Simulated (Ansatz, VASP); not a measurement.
Bi in VASP and in Ansatz

```
CELL_PARAMETERS angstrom
2.27300 1.31232 3.99354
-2.27300 1.31232 3.99354
0.00000 -2.62463 3.99354
ATOMIC_POSITIONS crystal
Bi 0.23389 0.23389 0.23389
Bi 0.76611 0.76611 0.76611
```

Change from the starting cell: zz strain of +1 %, crystal datasets.

Alike in both runs: task electric field gradients; functional LDA; k mesh 11 × 11 × 11; occupations fermi-dirac, width 0.03 eV; no spin polarisation.

```csv
,VASP,Ansatz
version,VASP 6.6.1,Ansatz 0.2.0
potentials or method,"VASP PAW LDA potentials, release 64 (Bi_d), cutoff 520 eV","all-electron PAW with datasets made for the crystal, scalar-relativistic"
```

|  | VASP | Ansatz | Ansatz less VASP |
| --- | --- | --- | --- |
| pressure (GPa) | -2.2 | -2.2 | -0.05 |
| traceless stress, the component that is largest in VASP (GPa) | -0.05 | -0.03 | +0.020 |
| rms of the force components (eV/Å) | 0.001 | 0.013 | +0.0122 |
| size of Vzz on the site where it differs most (V/Å²) | 24.7 | 25.4 | +0.70 |

LDA's correlation is that of Perdew and Zunger in VASP and of Perdew and Wang (1992) in Ansatz. Atom by atom the forces differ by 0.012 eV/Å (rms over components). Ansatz ran all-electron here, and VASP with PAW potentials.

Neither program's run includes spin-orbit coupling.
